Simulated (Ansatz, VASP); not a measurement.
**Os in VASP and in Ansatz**

INCAR

```
SYSTEM = Os
  ALGO = Normal
  EDIFF = 1E-7
  ENCUT = 520
  ISIF = 2
  ISMEAR = -1
  LASPH = .True.
  LCHARG = .True.
  LELF = .True.
  LREAL = .False.
  LVHAR = .True.
  LWAVE = .False.
  NBANDS = 10
  NELM = 100
  PREC = Accurate
  SIGMA = 0.08
```

KPOINTS

```
k-points
0
Gamma
  19 19 19
  0 0 0
```

Contents of POSCAR:

```
Os
1.0
    0.0000000000      1.7939588559      1.7939588559
    1.7939588559      0.0000000000      1.7939588559
    1.7939588559      1.7939588559      0.0000000000
Os
1
Direct
    0.0000000000      0.0000000000      0.0000000000
```

Input for Ansatz:

```yaml
crystal:
  lattice:
    - [0.0, 1.7939588559, 1.7939588559]
    - [1.7939588559, 0.0, 1.7939588559]
    - [1.7939588559, 1.7939588559, 0.0]
  atoms:
    - { symbol: Os, position: [0.0, 0.0, 0.0] }
kpoints:
  mp_grid: { grid: [19, 19, 19] }
scf:
  occupations: { method: fermi_dirac, width: 0.08 }
hamiltonian:
  xc: lda
  pseudopotentials: { kind: paw, source: ansatz }
output:
  forces: true
  stress: true
  eigenvalues: true
```

Change from the starting cell: volume scaled by 0.84, PAW files, source ansatz.

Alike in both runs: task single point; functional LDA; k mesh 19 × 19 × 19; occupations fermi-dirac, width 0.08 eV; no spin polarisation.

|  | VASP | Ansatz |
| --- | --- | --- |
| version | VASP 6.6.1 | Ansatz 0.2.0 |
| potentials or method | VASP PAW LDA potentials, release 64 (Os) | PAW with other files of Ansatz's library (source ansatz), scalar-relativistic |
| plane-wave cutoff (eV) | 520 | 480 |
| valence electrons in the cell | 8 | 16 |

|  | VASP | Ansatz | Ansatz less VASP |
| --- | --- | --- | --- |
| pressure (GPa) | 120.4 | 115.4 | -5.02 |

Ansatz warns that its potentials were made for another functional, while VASP's fit it. LDA's correlation is that of Perdew and Zunger in VASP and of Perdew and Wang (1992) in Ansatz. Both programs put the cell under a high pressure, so it lies far from rest at this level. VASP's potentials hold 8 valence electrons a cell and Ansatz's 16, so a difference there can come from the potentials and not from the codes.

Neither program's run includes spin-orbit coupling. Noted on VASP's run: the cell as given lies far from equilibrium.
